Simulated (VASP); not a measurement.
# AlC3 (Pm-3m) in VASP: single point with PBE

Aim: the single point of AlC3 with PBE.

Program: VASP 6.6.1. These are calculated values, not measurements. Logs are shortened: lines on timing, memory, paths and dates and some standing lists are left out, and cuts for length are marked.

### 1 The cell of the first run

It takes space group Pm-3m (No. 221, cubic). The conventional cell has a = 3.208 Å, b = 3.208 Å, c = 3.208 Å, α = 90.00°, β = 90.00°, γ = 90.00°. Within 3.0 Å of Al (site symmetry m-3m) lie 12 C at 2.27 Å. Within 3.0 Å of C (site symmetry 4/mmm) lie 4 Al at 2.27 Å and 8 C at 2.27 Å.

### 2 Single point, PBE

INCAR

```
  PREC = Accurate
  ENCUT = 600
  EDIFF = 1E-6
  ISMEAR = -1
  SIGMA = 0.05
  LREAL = False
  LASPH = True
  NELM = 120
  ALGO = Normal
  ISIF = 2
  LWAVE = False
  LCHARG = False
  GGA = PE
  NBANDS = 16
  GGA_COMPAT = False
```

KPOINTS

```
Automatic mesh
0
Gamma
  7 7 7
```

POSCAR

```
AlC3
1.0
    3.2079290000      0.0000000000      0.0000000000
    0.0000000000      3.2079290000      0.0000000000
    0.0000000000      0.0000000000      3.2079290000
Al C
1 3
Direct
    0.0000000000      0.0000000000      0.0000000000
    0.0000000000      0.5000000000      0.5000000000
    0.5000000000      0.0000000000      0.5000000000
    0.5000000000      0.5000000000      0.0000000000
```

Potentials or basis: VASP PAW PBE potentials, release 64 (Al, C).

On the command line:

```sh
cat potpaw_PBE.64/Al/POTCAR potpaw_PBE.64/C/POTCAR > POTCAR
mpirun -np 1 vasp_std > vasp.out
```

OUTCAR:

```text
PREC = Accurate
   ENCUT = 600
   EDIFF = 1E-6
   ISMEAR = -1
   LREAL = False
   LASPH = True
   NELM = 120
   ISIF = 2
   GGA = PE

 ion  position               nearest neighbor table
   1  0.000  0.000  0.000-   2 2.27   3 2.27   4 2.27   2 2.27   3 2.27   2 2.27   4 2.27   2 2.27
                             3 2.27   4 2.27   3 2.27   4 2.27
   2  0.000  0.500  0.500-   1 2.27   1 2.27   1 2.27   1 2.27
   3  0.500  0.000  0.500-   1 2.27   1 2.27   1 2.27   1 2.27
   4  0.500  0.500  0.000-   1 2.27   1 2.27   1 2.27   1 2.27

  LATTYP: Found a simple cubic cell.
 ALAT       =     3.2079290000

  Lattice vectors:

 A1 = (   3.2079290000,   0.0000000000,   0.0000000000)
 A2 = (   0.0000000000,   3.2079290000,   0.0000000000)
 A3 = (   0.0000000000,   0.0000000000,   3.2079290000)

Analysis of symmetry for initial positions (statically):
=====================================================================
 Subroutine PRICEL returns:
 Original cell was already a primitive cell.

 Routine SETGRP: Setting up the symmetry group for a
 simple cubic supercell.

 Subroutine GETGRP returns: Found 48 space group operations
 (whereof 48 operations were pure point group operations)
 out of a pool of 48 trial point group operations.

The static configuration has the point symmetry O_h .

Analysis of symmetry for dynamics (positions and initial velocities):
=====================================================================
 Subroutine PRICEL returns:
 Original cell was already a primitive cell.

 Routine SETGRP: Setting up the symmetry group for a
 simple cubic supercell.

 Subroutine GETGRP returns: Found 48 space group operations
 (whereof 48 operations were pure point group operations)
 out of a pool of 48 trial point group operations.

The dynamic configuration has the point symmetry O_h .

 Subroutine INISYM returns: Found 48 space group operations
 (whereof 48 operations are pure point group operations),
 and found     1 'primitive' translations

----------------------------------------------------------------------------------------

                                     Primitive cell

  volume of cell :      33.0122

[... 83 lines left out ...]
   LSORBIT =      F    spin-orbit coupling
   LASPH  =      T    aspherical Exc in radial PAW
   ENCUT  =  600.0 eV  44.10 Ry    6.64 a.u.   6.41  6.41  6.41*2*pi/ulx,y,z
   NELM   =    120;   NELMIN=  2; NELMDL= -5     # of ELM steps
   EDIFF  = 0.1E-05   stopping-criterion for ELM
   LREAL  =      F    real-space projection
   EDIFFG = 0.1E-04   stopping-criterion for IOM
   NSW    =      0    number of steps for IOM
   IBRION =     -1    ionic relax: 0-MD 1-quasi-New 2-CG
   NFREE  =      0    steps in history (QN), initial steepest desc. (CG)
   ISIF   =      2    stress and relaxation
   ISYM   =      2    0-nonsym 1-usesym 2-fastsym
   POTIM  = 0.5000    time-step for ionic-motion
   TEBEG  =    0.0;   TEEND  =   0.0 temperature during run
   PSTRESS=    0.0 pullay stress
   NELECT =      15.0000    total number of electrons
   NUPDOWN=      -1.0000    fix difference up-down
   EMIN   =  10.00;   EMAX   =-10.00  energy-range for DOS
   EFERMI =   0.00;   METHOD = LEGACY
   ISMEAR =    -1;   SIGMA  =   0.05  broadening in eV -4-tet -1-fermi 0-gaus
   EFERMI_NEDOS =   21; number of points for ismear=-14 and -15
   IALGO  =     38    algorithm
   IMIX   =      4    mixing-type and parameters
     AMIX     =   0.40;   BMIX     =  1.00
     AMIX_MAG =   1.60;   BMIX_MAG =  1.00
  volume/ion in A,a.u.               =       8.25        55.69
  Fermi-wavevector in a.u.,A,eV,Ry     =   1.258579  2.378370 21.551918  1.584021
  Thomas-Fermi vector in A             =   2.392182
   LORBIT       =      0    0 simple, 1 ext, 2 COOP (PROOUT), +10 PAW based schemes
   GGA     = PE    functional components
   LHFCALC =     F    Hartree Fock is set to
   AEXX    =    0.0000 exact exchange contribution
   IVDW    =     0    specifies the selected vdW correction
   LEPSILON=     F    determine dielectric tensor
   LRPA    =     F    only Hartree local field effects (RPA)
 non-spin polarized calculation
  energy-cutoff  :      600.00
  volume of cell :       33.01
 maximum number of plane-waves:      1141
 NGX is ok and might be reduce to    28
   NGX = 13   NGY = 13   NGZ = 13

 number of electron      15.0000000 magnetization

 Free energy of the ion-electron system (eV)
  ---------------------------------------------------
  ext. energy  EPLUGINS =         0.00000000
  ---------------------------------------------------
  free energy    TOTEN  =       -20.63681014 eV

  energy without entropy =      -20.62810569  energy(sigma->0) =      -20.63245792

 E-fermi :   9.0695     XC(G=0): -12.2664

 val. band max:        9.0647627120   @ k =   0.4286   0.4286   0.0000
 cond. band min:       9.2077562441   @ k =   0.4286   0.2857   0.1429
 fundamental gap:      0.1429935321
 Fermi energy:         9.0694560973

 k-point     1 :       0.0000    0.0000    0.0000
  band No.  band energies     occupation
      1      -8.2558      2.00000
      2       2.6014      2.00000
      3       2.6014      2.00000
      4       3.2722      2.00000
      5       3.2722      2.00000
      6       3.2722      2.00000
[... 357 lines left out ...]
      3      -0.8342      2.00000
      4       1.3366      2.00000
      5       1.8981      2.00000
      6       1.8981      2.00000
[... 8 lines left out ...]
     15      24.1128      0.00000
     16      24.1128      0.00000

------------------------ aborting loop because EDIFF is reached ----------------------------------------

  FORCE on cell =-STRESS in cart. coord.  units (eV):
  Direction    XX          YY          ZZ          XY          YZ          ZX
  --------------------------------------------------------------------------------------
  -------------------------------------------------------------------------------------
  Total       -0.0657693     -0.0657693     -0.0657693      0.0000000      0.0000000     -0.0000000
  in kB       -3.1919734     -3.1919734     -3.1919734      0.0000000      0.0000000     -0.0000000
  external PRESSURE =      -3.1919734 kB  Pullay stress =       0.0000000 kB

 VOLUME and BASIS-vectors are now :
 -----------------------------------------------------------------------------
  energy-cutoff  :      600.00
  volume of cell :       33.01
      direct lattice vectors                 reciprocal lattice vectors
     3.207929000  0.000000000  0.000000000     0.311727597  0.000000000  0.000000000
     0.000000000  3.207929000  0.000000000     0.000000000  0.311727597  0.000000000
     0.000000000  0.000000000  3.207929000     0.000000000  0.000000000  0.311727597

 POSITION                                       TOTAL-FORCE (eV/Angst)
 -----------------------------------------------------------------------------------
      0.00000      0.00000      0.00000         0.000000      0.000000      0.000000
      0.00000      1.60396      1.60396         0.000000      0.000000      0.000000
      1.60396      0.00000      1.60396         0.000000      0.000000      0.000000
      1.60396      1.60396      0.00000         0.000000      0.000000      0.000000
 -----------------------------------------------------------------------------------
    total drift:                                0.000000      0.000000      0.000000

  FREE ENERGIE OF THE ION-ELECTRON SYSTEM (eV)
  ---------------------------------------------------
  free  energy   TOTEN  =       -20.6368101393 eV

  energy  without entropy=      -20.6281056934  energy(sigma->0) =      -20.63245792
```

OSZICAR:

```text
N       E                     dE             d eps       ncg     rms          rms(c)
DAV:   1     0.265576085990E+02    0.26558E+02   -0.70155E+03   640   0.899E+02
DAV:   2    -0.192853981458E+02   -0.45843E+02   -0.39713E+02   880   0.150E+02
DAV:   3    -0.209616407858E+02   -0.16762E+01   -0.16634E+01   792   0.263E+01
DAV:   4    -0.209711130224E+02   -0.94722E-02   -0.94704E-02   816   0.234E+00
DAV:   5    -0.209712117638E+02   -0.98741E-04   -0.98742E-04   800   0.228E-01    0.371E+00
DAV:   6    -0.207065936392E+02    0.26462E+00   -0.17446E-01   680   0.240E+00    0.196E+00
DAV:   7    -0.206410974682E+02    0.65496E-01   -0.82391E-02   808   0.168E+00    0.584E-01
DAV:   8    -0.206368610732E+02    0.42364E-02   -0.47444E-03   784   0.456E-01    0.857E-02
DAV:   9    -0.206368127233E+02    0.48350E-04   -0.47985E-04   744   0.134E-01    0.290E-02
DAV:  10    -0.206368092128E+02    0.35105E-05   -0.13328E-05   816   0.236E-02    0.961E-03
DAV:  11    -0.206368101393E+02   -0.92653E-06   -0.15188E-06   648   0.859E-03
   1 F= -.20636810E+02 E0= -.20632458E+02  d E =-.870445E-02
```

Wall time 9.3 s (1 thread of Intel Xeon Platinum 8124M at 3.00GHz (Skylake/Cascade Lake), shared host); peak memory 0.15 GiB.

Results:

| Property | Result |
| --- | --- |
| Free energy | -20.6368 eV |
| Pressure | -0.3 GPa |

Levels at points of the mesh, in eV from the Fermi level:
| k point | band 5 | band 6 | band 7 | band 8 | band 9 | band 10 | band 11 | band 12 |
| --- | --- | --- | --- | --- | --- | --- | --- | --- |
| (0.00, 0.00, 0.00) | -5.80 | -5.80 | 1.52 | 1.52 | 1.52 | 2.13 | 4.48 | 4.48 |
